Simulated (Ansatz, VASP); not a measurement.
## WS2: VASP beside Ansatz

```xyz
24
Lattice="3.1461 0.0000 0.0000 0.0000 12.6917 0.0000 0.0000 0.0000 12.0821" Properties=species:S:1:pos:R:3 pbc="T T T"
W     0.0000    9.5188    1.5000
W     1.5731    3.1729    2.4082
W     1.5731    9.5188    4.2246
W     0.0000    3.1729    5.1328
W     0.0000    9.5188    6.9493
W     1.5731    3.1729    7.8575
W     1.5731    9.5188    9.6739
W     0.0000    3.1729   10.5821
S     0.0000    4.7405    1.5000
S     0.0000    1.6054    1.5000
S     1.5731   11.0864    2.4082
S     1.5731    7.9512    2.4082
S     1.5731    4.7405    4.2246
S     1.5731    1.6054    4.2246
S     0.0000   11.0864    5.1328
S     0.0000    7.9512    5.1328
S     0.0000    4.7405    6.9493
S     0.0000    1.6054    6.9493
S     1.5731   11.0864    7.8575
S     1.5731    7.9512    7.8575
S     1.5731    4.7405    9.6739
S     1.5731    1.6054    9.6739
S     0.0000   11.0864   10.5821
S     0.0000    7.9512   10.5821
```

Alike in both runs: task single point; functional PBEsol; k mesh 8 × 2 × 1; occupations gaussian, width 0.05 eV; no spin polarisation.

|  | VASP | Ansatz |
| --- | --- | --- |
| version | VASP 6.6.1 | Ansatz 0.2.0 |
| potentials or method | VASP PAW PBE potentials, release 64 (W_sv, S), cutoff 520 eV | scalar-relativistic, plane waves, PAW |
| valence electrons in the cell | 208 | 208 |

Ansatz gave:

| Item | Value |
| --- | --- |
| gap on the k mesh at the Fermi level (eV) | 0.51 |
| least direct gap on the mesh (eV) | 0.51 |
| rms of the force components (eV/Å) | 0.364 |

Q: What did VASP give for the same quantities?

A: gap on the k mesh at the Fermi level (eV): 0.52; least direct gap on the mesh (eV): 0.52; rms of the force components (eV/Å): 0.365.

VASP's potentials were made for PBE, not for PBEsol. With one functional, cell and mesh, what is left measures potentials, basis and numerics. Ansatz's warnings: vacuum below fermi, vacuum density over bound.

Neither program's run includes spin-orbit coupling.
